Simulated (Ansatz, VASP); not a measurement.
Two plane-wave programs on MgCd3Se4

```
Mg Cd Se
1.0
     4.35398    0.00000    0.00000
     0.00000    4.35398    0.00000
     0.00000    0.00000   12.23775
Mg Cd Se
1 3 4
Direct
  0.50000 0.50000 0.50000
  0.00000 0.00000 0.74486
  0.50000 0.50000 0.00000
  0.00000 0.00000 0.25514
  0.50000 0.00000 0.12753
  0.00000 0.50000 0.38319
  0.50000 0.00000 0.61681
  0.00000 0.50000 0.87247
```

Alike in both runs: task single point; functional LDA; k mesh 6 × 6 × 4; occupations gaussian, width 0.02 eV; no spin polarisation.

```csv
,VASP,Ansatz
version,VASP 6.6.1,Ansatz 0.2.0
potentials or method,"VASP PAW LDA potentials, release 64 (Mg, Cd, Se), cutoff 520 eV","scalar-relativistic, plane waves, PAW"
valence electrons in the cell,62,134
```

Ansatz gave:

```
gap on the k mesh at the Fermi level (eV) : 0.66
least direct gap on the mesh (eV)         : 0.66
pressure (GPa)                            : -4.0
rms of the force components (eV/Å)        : 0.056
```

Q: Which values does VASP return?

A: gap on the k mesh at the Fermi level (eV): 0.68; least direct gap on the mesh (eV): 0.68; pressure (GPa): -3.8; rms of the force components (eV/Å): 0.043.

LDA's correlation is that of Perdew and Zunger in VASP and of Perdew and Wang (1992) in Ansatz. Atom by atom the forces differ by 0.015 eV/Å (rms over components). VASP's potentials hold 62 valence electrons a cell and Ansatz's 134, so a difference there can come from the potentials and not from the codes.
